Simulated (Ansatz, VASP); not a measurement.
One calculation of CuO, two programs

INCAR

```
PREC = Accurate
ENCUT = 520
EDIFF = 1E-6
ISMEAR = -1
SIGMA = 0.05
LREAL = False
LASPH = True
NELM = 100
ALGO = Normal
ISIF = 2
LWAVE = False
LCHARG = False
GGA = PS
NBANDS = 25
```

Contents of KPOINTS:

```
regular mesh
0
Gamma
  9 9 5
```

POSCAR

```
CuO
1.0
    2.8601748718      0.0000000000      0.0000000000
    0.0388105168      2.8599548740      0.0000000000
    0.0173779641      0.0171291597      5.1415976211
Cu O
2 2
Direct
    0.0000000000      0.5000000000      0.0000000000
    0.5000000000      0.0000000000      0.5000000000
    0.9984239700      0.0016717800      0.7498871000
    0.0015760300      0.9983282200      0.2501129000
```

The input input.yaml:

```yaml
crystal:
  lattice:
    - [2.8601748718, 0.0, 0.0]
    - [0.0388105168, 2.859954874, 0.0]
    - [0.0173779641, 0.0171291597, 5.1415976211]
  atoms:
    - { symbol: Cu, position: [0.0, 0.5, 0.0] }
    - { symbol: Cu, position: [0.5, 0.0, 0.5] }
    - { symbol: O, position: [0.99842397, 0.00167178, 0.7498871] }
    - { symbol: O, position: [0.00157603, 0.99832822, 0.2501129] }
kpoints:
  mp_grid: { grid: [9, 9, 5] }
scf:
  occupations: { method: fermi_dirac, width: 0.05 }
hamiltonian:
  xc: pbesol
  pseudopotentials: { kind: all_electron, lapw: { basis_error: 0.001 } }
output:
  forces: true
  stress: true
  eigenvalues: true
```

Change from the starting cell: volume scaled by 0.98.

Alike in both runs: task single point; functional PBEsol; k mesh 9 × 9 × 5; occupations fermi-dirac, width 0.05 eV; no spin polarisation.

|  | VASP | Ansatz |
| --- | --- | --- |
| version | VASP 6.6.1 | Ansatz 0.2.0 |
| potentials or method | VASP PAW PBE potentials, release 64 (Cu, O), cutoff 520 eV | all-electron LAPW, scalar-relativistic |

VASP gave:

```
gap on the k mesh at the Fermi level (eV)                     : none
pressure (GPa)                                                : 2.3
traceless stress, the component that is largest in VASP (GPa) : -1.38
rms of the force components (eV/Å)                            : 0.005
```

Q: Which values does Ansatz return?

A: gap on the k mesh at the Fermi level (eV): none; pressure (GPa): 1.5; traceless stress, the component that is largest in VASP (GPa): -1.69; rms of the force components (eV/Å): 0.005.

VASP's potentials were made for PBE, not for PBEsol. Atom by atom the forces differ by 0.001 eV/Å (rms over components). A gap of «none» marks a metal or a gap that the smearing closes. Ansatz ran all-electron here, and VASP with PAW potentials.
